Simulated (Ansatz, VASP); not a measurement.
C: VASP beside Ansatz

```
CELL_PARAMETERS angstrom
1.78014 -1.78014 0.00000
1.78014 0.00000 -1.78014
7.40924 7.40924 7.40924
ATOMIC_POSITIONS crystal
C 0.66667 0.66667 0.26031
C 0.00000 0.00000 0.10014
C 0.33333 0.33333 0.42049
C 0.66667 0.66667 0.74083
C 0.00000 0.00000 0.58066
C 0.33333 0.33333 0.90101
C 0.66667 0.66667 0.38044
C 0.00000 0.00000 0.22027
C 0.33333 0.33333 0.54062
C 0.66667 0.66667 0.86096
C 0.00000 0.00000 0.70079
C 0.33333 0.33333 0.06010
```

Alike in both runs: task single point; functional r2SCAN; k mesh 10 × 10 × 2; occupations gaussian, width 0.05 eV; no spin polarisation.

```csv
,VASP,Ansatz
version,VASP 6.6.1,Ansatz 0.2.0
potentials or method,"VASP PAW PBE potentials, release 64 (C), cutoff 520 eV","scalar-relativistic, plane waves, PAW"
valence electrons in the cell,48,48
```

|  | VASP | Ansatz | Ansatz less VASP |
| --- | --- | --- | --- |
| gap on the k mesh at the Fermi level (eV) | 3.20 | 3.22 | +0.021 |
| least direct gap on the mesh (eV) | 3.70 | 3.73 | +0.029 |
| pressure (GPa) | -6.7 | -7.7 | -1.05 |
| traceless stress, the component that is largest in VASP (GPa) | -6.38 | -6.35 | +0.034 |
| rms of the force components (eV/Å) | 0.664 | 0.658 | -0.0060 |

VASP's potentials were made for PBE, not for r2SCAN. Atom by atom the forces differ by 0.010 eV/Å (rms over components).
